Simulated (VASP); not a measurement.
A run of VASP 6.6.1 is set up as follows.

INCAR

```
  PREC = Accurate
  ENCUT = 820
  EDIFF = 1E-6
  ISMEAR = 0
  SIGMA = 0.1
  LREAL = False
  LASPH = True
  NELM = 120
  ALGO = Normal
  ISIF = 2
  LWAVE = False
  LCHARG = True
  GGA = PE
  LELF = True
  LVHAR = True
  NBANDS = 26
  GGA_COMPAT = False
```

The input KPOINTS:

```
regular mesh
0
Gamma
  14 14 16
```

The input POSCAR:

```
Cu
1.0
    2.8920406084      0.0000000000      0.0000000000
    0.0000000000      2.8920406084      0.0000000000
    0.0000000000      0.0000000000      2.8689525750
Cu
2
Direct
    0.0000000000      0.0000000000      0.0000000000
    0.5000000000      0.5000000000      0.5000000000
```

Potentials or basis: VASP PAW PBE potentials, release 64 (Cu_sv_GW).

Launch:

```console
$ cat potpaw_PBE.64/Cu_sv_GW/POTCAR > POTCAR
$ mpirun -np 1 vasp_std > vasp.out
```

**Question.** What does it give for the pressure?

**Answer.** -1.2 GPa.

**Question.** What does it give for the band gap on the k mesh?

**Answer.** Zero (bands 19 and 20 overlap by 7.68 eV).

Stress tensor (GPa, compression positive):
```
-1.12  0.00  0.00
 0.00 -1.12  0.00
 0.00  0.00 -1.26
```

Caveat: the cell differs from its parent crystal (biaxial strain in the a-b plane: -2.0 %, then relaxed in part).
